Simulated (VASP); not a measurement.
A run of VASP 6.6.1 is set up as follows.

File POSCAR:

```
HfO2
1.0
    5.2472091409      0.0000000000      0.0000000000
    0.0000000000      5.0307626710      0.0000000000
    0.0000000000      0.0000000000      5.0597813407
Hf O
4 8
Direct
    0.0129852918      0.2568033653      0.2190394780
    0.4870147092      0.2568033653      0.7190394780
    0.5129852918      0.7431966327      0.2190394780
    0.9870147092      0.7431966327      0.7190394780
    0.3273749169      0.0613678489      0.3909954268
    0.1726250841      0.0613678489      0.8909954268
    0.7733953601      0.4510834354      0.5029650952
    0.7266046409      0.4510834354      1.0029650952
    0.2266046409      0.5489165686      1.0029650952
    0.2733953541      0.5489165686      0.5029650952
    0.8273749169      0.9386321491      0.3909954268
    0.6726250841      0.9386321491      0.8909954268
```

The input INCAR.step1:

```
SYSTEM = HfO2
PREC = Accurate
ENCUT = 520
ISMEAR = 0
SIGMA = 0.01
LREAL = .False.
LASPH = .True.
NELM = 100
NBANDS = 56
GGA = PE
ALGO = Normal
EDIFF = 1E-4
LWAVE = .True.
LCHARG = .False.
```

The input INCAR.step2:

```
SYSTEM = HfO2
PREC = Accurate
ENCUT = 520
EDIFF = 1E-7
ISMEAR = 0
SIGMA = 0.01
LREAL = .False.
LASPH = .True.
NELM = 100
ALGO = Normal
ISIF = 2
LWAVE = .False.
LCHARG = .False.
METAGGA = R2SCAN
LMIXTAU = .True.
NBANDS = 56
ISTART = 1
```

Contents of KPOINTS:

```
Automatic mesh
0
Gamma
  6 6 6
  0 0 0
```

Potentials or basis: VASP PAW PBE potentials, release 64 (Hf_pv, O).

Launch:

```sh
$ cat potpaw_PBE.64/Hf_pv/POTCAR potpaw_PBE.64/O/POTCAR > POTCAR
$ cp INCAR.step1 INCAR
$ mpirun -np 1 vasp_std > vasp.out
$ cp INCAR.step2 INCAR
$ mpirun -np 1 vasp_std > vasp.out
```

Problem. Predict the band gap on the k mesh.

Solution. 4.55 eV (least direct gap 5.07 eV).

Problem. What does it give for the pressure?

Solution. -0.7 GPa.

Problem. Estimate the largest force.

Solution. 1.007 eV/Å.

Forces on the atoms (eV/Å):
```
Hf   0.525  0.661  0.549
Hf  -0.525  0.661  0.549
Hf   0.525 -0.661  0.549
Hf  -0.525 -0.661  0.549
O    0.583 -0.095 -0.188
O   -0.583 -0.095 -0.188
O   -0.410  0.129 -0.361
O    0.410  0.129 -0.361
O    0.410 -0.129 -0.361
O   -0.410 -0.129 -0.361
O    0.583  0.095 -0.188
O   -0.583  0.095 -0.188
```

Caveat: the cell differs from its parent crystal (atoms displaced along a vibrational mode); the PAW data sets were made with another functional, which shifts forces and pressure a little; spin-orbit coupling is left out, which moves the levels of the heavy elements. A k mesh can miss the band edges.
